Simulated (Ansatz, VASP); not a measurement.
# One calculation of Pd, two programs

The input INCAR:

```
PREC = Accurate
ENCUT = 520
EDIFF = 1E-7
ISMEAR = -1
SIGMA = 0.1
LREAL = False
LASPH = True
NELM = 150
ALGO = Normal
ISIF = 2
LWAVE = False
LCHARG = False
MAGMOM = 0 0 0
LORBIT = 11
LSORBIT = True
GGA_COMPAT = False
LORBMOM = True
LMAXMIX = 4
GGA = RP
NBANDS = 21
```

File KPOINTS:

```
regular mesh
0
Gamma
  14 14 14
```

Contents of POSCAR:

```
Pd
1.0
    0.0000000000      1.9925547369      1.9925547369
    1.9925547369      0.0000000000      1.9925547369
    1.9925547369      1.9925547369      0.0000000000
Pd
1
Direct
    0.0000000000      0.0000000000      0.0000000000
```

Input for Ansatz:

```yaml
crystal:
  lattice:
    - [0.0, 1.9925547369, 1.9925547369]
    - [1.9925547369, 0.0, 1.9925547369]
    - [1.9925547369, 1.9925547369, 0.0]
  atoms:
    - { symbol: Pd, position: [0.0, 0.0, 0.0] }
hamiltonian:
  xc: rpbe
  pseudopotentials:
    kind: paw_fr
    azcp:
      Pd: "pseudopotentials/Pd.paw.azcp"
basis:
  ecutwfc: 420
  fft_grid_basis: typed
kpoints:
  mp_grid: { grid: [14, 14, 14], shift: [0, 0, 0] }
magnetization:
  noncollinear: true
  spin_orbit: true
scf:
  occupations: { method: fermi_dirac, width: 0.1 }
```

Alike in both runs: task single point; functional RPBE; k mesh 14 × 14 × 14; occupations fermi-dirac, width 0.1 eV; non-collinear spin, spin-orbit coupling.

|  | VASP | Ansatz |
| --- | --- | --- |
| version | VASP 6.6.1 | Ansatz 0.2.0 |
| potentials or method | VASP PAW PBE potentials, release 64 (Pd), cutoff 520 eV | plane waves (420 eV) with PAW, fully relativistic with spin-orbit coupling |
| valence electrons in the cell | 10 | 18 |

```tsv
	VASP	Ansatz	Ansatz less VASP
net moment per atom (μB)	0.00	0.00	0.000
```

VASP's potentials were made for PBE, not for RPBE. VASP's potentials hold 10 valence electrons a cell and Ansatz's 18, so a difference there can come from the potentials and not from the codes.
